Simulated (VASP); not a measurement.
Here is a VASP 6.6.1 calculation.

The input INCAR:

```
SYSTEM = ZrH5
  ALGO = Normal
  EDIFF = 1E-7
  ENCUT = 520
  GGA = PE
  ISIF = 2
  ISMEAR = 0
  LASPH = .TRUE.
  LCHARG = .TRUE.
  LELF = .TRUE.
  LREAL = .FALSE.
  LVHAR = .TRUE.
  LWAVE = .FALSE.
  NBANDS = 18
  NELM = 60
  PREC = Accurate
  SIGMA = 0.1
```

Contents of KPOINTS:

```
k-points
0
G
  12 12 12
  0 0 0
```

Contents of POSCAR:

```
ZrH5
1.0
    0.0000000000      2.6371156627      2.6371156627
    2.6371156627      0.0000000000      2.6371156627
    2.6371156627      2.6371156627      0.0000000000
Zr H
1 5
Direct
    0.5000000000      0.5000000000      0.5000000000
    0.2500000000      0.2500000000      0.2500000000
    0.1168158150      0.6495525551      0.1168158150
    0.1168158150      0.1168158150      0.1168158150
    0.6495525551      0.1168158150      0.1168158150
    0.1168158150      0.1168158150      0.6495525551
```

Potentials or basis: VASP PAW PBE potentials, release 64 (Zr_sv, H).

Launch:

```sh
$ cat potpaw_PBE.64/Zr_sv/POTCAR potpaw_PBE.64/H/POTCAR > POTCAR
$ mpirun -np 1 vasp_std > vasp.out
```

Q: What does it give for the pressure?

A: -0.1 GPa.

Q: Predict the largest force.

A: 0.009 eV/Å.

Q: Estimate the band gap on the k mesh.

A: Zero (an odd number of electrons rules out a gap without spin polarisation).

Forces on the atoms (eV/Å):
```
Zr   0.000  0.000  0.000
H    0.000  0.000  0.000
H    0.005 -0.005  0.005
H   -0.005 -0.005 -0.005
H   -0.005  0.005  0.005
H    0.005  0.005 -0.005
```
